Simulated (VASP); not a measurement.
Write the native input for VASP 6.6.1 that does the following.

```yaml
Task: single point
Functional: PBEsol
Potentials_or_basis: VASP PAW PBE potentials, release 64 (Pb_d)
Cutoff: 520 eV
k_mesh: 12 × 12 × 12
Occupations: gaussian, width 0.15 eV
Spin: no spin polarisation
Dipole_correction: no
Further_INCAR_settings: ALGO = Fast; EDIFF = 1e-07; NBANDS = 21
```

The structure of Pb lies in POSCAR:

```
Pb
1.0
    0.0000000000      3.2670500527      3.4390000555
    3.2670500527      0.0000000000      3.4390000555
    3.2670500527      3.2670500527      0.0000000000
Pb
2
Direct
    0.5000000000      0.5000000000      0.5000000000
    0.7500000000      0.7500000000      0.7500000000
```

This cell differs from its parent crystal: strain -0.050 along x and y, +0.000 along z.

One way to write it, as run:

INCAR

```
  PREC = Accurate
  ENCUT = 520
  EDIFF = 1E-7
  ISMEAR = 0
  SIGMA = 0.15
  LREAL = False
  LASPH = True
  NELM = 80
  ALGO = Fast
  ISIF = 2
  LWAVE = False
  LCHARG = False
  GGA = PS
  NBANDS = 21
```

KPOINTS

```
Automatic mesh
0
Gamma
  12 12 12
```

Potentials or basis: VASP PAW PBE potentials, release 64 (Pb_d).

Launch:

```bash
$ cat potpaw_PBE.64/Pb_d/POTCAR > POTCAR
$ mpirun -np 1 vasp_std > vasp.out
```

Results of the run:

```json
{
  "Pressure": "4.5 GPa",
  "Band gap on the k mesh": "zero (bands 14 and 15 overlap by 1.26 eV)"
}
```

Caveat: the cell differs from its parent crystal (strain -0.050 along x and y, +0.000 along z); the cell stands under pressure; the PAW data sets were made with another functional, which shifts forces and pressure a little; spin-orbit coupling is left out, which moves the levels of the heavy elements.

Wall time 110 s on 1 thread of Intel(R) Xeon(R) 6975P-C (Granite Rapids) (shared host), peak memory 0.34 GiB.
